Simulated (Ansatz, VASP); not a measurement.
**Two plane-wave programs on Ge**

Contents of INCAR:

```
ALGO     = Normal         # electronic algorithm
EDIFF    = 1E-7           # SCF threshold, eV
ENCUT    = 520            # plane-wave cutoff, eV
GGA      = PS             # functional
ISIF     = 2              # what is computed and relaxed
ISMEAR   = 0              # smearing method
LASPH    = T              # aspherical terms in the spheres
LCHARG   = T              # write CHGCAR
LELF     = T              # ELF
LREAL    = F              # projectors in reciprocal space
LVHAR    = T            
LWAVE    = F              # write WAVECAR
NBANDS   = 21             # bands
NELM     = 100            # most SCF steps
PREC     = Accurate       # precision mode
SIGMA    = 0.15           # smearing width, eV
```

Contents of KPOINTS:

```
k-points
0
Gamma
  14 14 14
```

Contents of POSCAR:

```
Ge
1.0
    0.0000000000      2.7580507500      2.7580507500
    2.7580507500      0.0000000000      2.7580507500
    2.7580507500      2.7580507500      0.0000000000
Ge
2
Direct
    0.5000000000      0.5000000000      0.5000000000
    0.7500000000      0.7500000000      0.7500000000
```

Input for Ansatz:

```yaml
crystal:
  lattice:
    - [0.0, 2.75805075, 2.75805075]
    - [2.75805075, 0.0, 2.75805075]
    - [2.75805075, 2.75805075, 0.0]
  atoms:
    - { symbol: Ge, position: [0.5, 0.5, 0.5] }
    - { symbol: Ge, position: [0.75, 0.75, 0.75] }
basis:
  ecutwfc: 420
kpoints:
  mp_grid: { grid: [14, 14, 14] }
hamiltonian:
  xc: pbesol
scf:
  occupations: { method: gaussian, width: 0.15 }
output:
  forces: true
  stress: true
  eigenvalues: true
```

Change from the starting cell: strain -0.025 along x and y, -0.025 along z, atoms carried along.

Alike in both runs: task single point; functional PBEsol; k mesh 14 × 14 × 14; occupations gaussian, width 0.15 eV; no spin polarisation.

|  | VASP | Ansatz |
| --- | --- | --- |
| version | VASP 6.6.1 | Ansatz 0.2.0 |
| potentials or method | VASP PAW PBE potentials, release 64 (Ge_d), cutoff 520 eV | scalar-relativistic, plane waves, PAW |
| valence electrons in the cell | 28 | 28 |

```tsv
	VASP	Ansatz	Ansatz less VASP
gap on the k mesh at the Fermi level (eV)	0.37	0.36	-0.008
least direct gap on the mesh (eV)	0.71	0.69	-0.014
pressure (GPa)	7.0	7.1	+0.13
```

VASP's potentials were made for PBE, not for PBEsol. With one functional, cell and mesh, what is left measures potentials, basis and numerics.
